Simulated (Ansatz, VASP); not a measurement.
# Two plane-wave programs on HgS

```
Hg S
1.0
     4.23662    0.00000    0.00000
     0.00000    5.99149    0.00000
     0.00000    0.00000   23.47325
Hg S
5 5
Direct
  0.50000 0.44980 0.34016
  0.00000 0.01947 0.40443
  0.50000 0.50631 0.50000
  0.00000 0.01948 0.59556
  0.50000 0.44979 0.65984
  0.00000 0.25565 0.31337
  0.50000 0.76851 0.41115
  0.00000 0.25685 0.50000
  0.50000 0.76850 0.58886
  0.00000 0.25564 0.68663
```

Alike in both runs: functional PBE; k mesh 8 × 6 × 1; occupations gaussian, width 0.1 eV; no spin polarisation.

Ansatz relaxed the structure, and its values are those at the end. VASP's run is a single point on that final structure, the one shown.

|  | VASP | Ansatz |
| --- | --- | --- |
| version | VASP 6.6.1 | Ansatz 0.2.0 |
| potentials or method | VASP PAW PBE potentials, release 64 (Hg, S), cutoff 400 eV | scalar-relativistic, plane waves, PAW |
| valence electrons in the cell | 90 | 130 |

|  | VASP | Ansatz | Ansatz less VASP |
| --- | --- | --- | --- |
| gap on the k mesh at the Fermi level (eV) | 0.53 | 0.53 | -0.006 |
| least direct gap on the mesh (eV) | 0.53 | 0.53 | -0.006 |
| rms of the force components (eV/Å) | 0.016 | 0.006 | -0.0098 |

The functional is the same, so the differences come from potentials, cutoffs and numerics. VASP's potentials hold 90 valence electrons a cell and Ansatz's 130, so a difference there can come from the potentials and not from the codes. Ansatz's warnings: xc potential rough in thin density.

Neither program's run includes spin-orbit coupling.
